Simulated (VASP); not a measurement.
BAs, 2 atoms in the cell. Symmetry: F-43m, No. 216, cubic system. Conventional cell: a = 4.724 Å, b = 4.724 Å, c = 4.724 Å, α = 90.00°, β = 90.00°, γ = 90.00°. Within 2.7 Å of B (site symmetry -43m) lie 4 As at 2.05 Å. Within 2.7 Å of As (site symmetry -43m) lie 4 B at 2.05 Å.  This cell differs from its parent crystal: volume scaled by 0.97.

- Program: VASP 6.6.1
- Task: single point
- Functional: HSE06
- Potentials or basis: VASP PAW PBE potentials, release 64 (B, As)
- Cutoff: 520 eV
- k mesh: 6 × 6 × 6
- Occupations: gaussian, width 0.02 eV
- Spin: no spin polarisation
- Dipole correction: no
- Grid for exact exchange (PRECFOCK): Normal
- Further INCAR settings: ALGO = Normal; EDIFF = 1e-07; NBANDS = 11
- Screening parameter: 0.2079 1/Å

Potentials or basis: VASP PAW PBE potentials, release 64 (B, As).

The run is started by

```console
$ cat potpaw_PBE.64/B/POTCAR potpaw_PBE.64/As/POTCAR > POTCAR
$ cp INCAR.step1 INCAR
$ mpirun -np 1 vasp_std > vasp.out
$ cp INCAR.step2 INCAR
$ mpirun -np 1 vasp_std > vasp.out
```

Hardware: 1 thread of Intel(R) Xeon(R) Platinum 8124M CPU @ 3.00GHz (Skylake/Cascade Lake) (shared host).

Q: Estimate the wall time of this run.

A: Wall time 9.9 min on 1 thread of Intel(R) Xeon(R) Platinum 8124M CPU @ 3.00GHz (Skylake/Cascade Lake), with other jobs on the host, peak memory 0.27 GiB. Counts: k points 16.
